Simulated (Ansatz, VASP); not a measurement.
## ZnIn2Cl4 in VASP and in Ansatz

```xyz
7
Lattice="-3.7233 3.7233 4.0982 3.7233 -3.7233 4.0982 3.7233 3.7233 -4.0982" Properties=species:S:1:pos:R:3 pbc="T T T"
Zn    0.0000    0.0000    0.0000
In    0.0000    3.7233    2.0491
In    3.7233    0.0000    2.0491
Cl    1.6682    1.6682    0.0000
Cl    2.0551   -2.0551    4.0982
Cl    2.0551    2.0551    4.0982
Cl   -2.0551    2.0551    4.0982
```

Change from the starting cell: species swapped into the Na2H4Pt type (I4/mmm, No. 139).

Alike in both runs: functional PBE; k mesh 6 × 6 × 6; occupations gaussian, width 0.02 eV; no spin polarisation.

Ansatz relaxed the structure, and its values are those at the end. VASP's run is a single point on that final structure, the one shown.

```csv
,VASP,Ansatz
version,VASP 6.6.1,Ansatz 0.2.0
potentials or method,"VASP PAW PBE potentials, release 64 (Zn, In_d, Cl), cutoff 520 eV","scalar-relativistic, plane waves, PAW"
valence electrons in the cell,66,66
```

|  | VASP | Ansatz | Ansatz less VASP |
| --- | --- | --- | --- |
| gap on the k mesh at the Fermi level (eV) | 2.25 | 2.25 | -0.002 |
| least direct gap on the mesh (eV) | 2.25 | 2.25 | -0.002 |
| pressure (GPa) | 0.0 | 0.0 | +0.01 |
| rms of the force components (eV/Å) | 0.005 | 0.002 | -0.0030 |
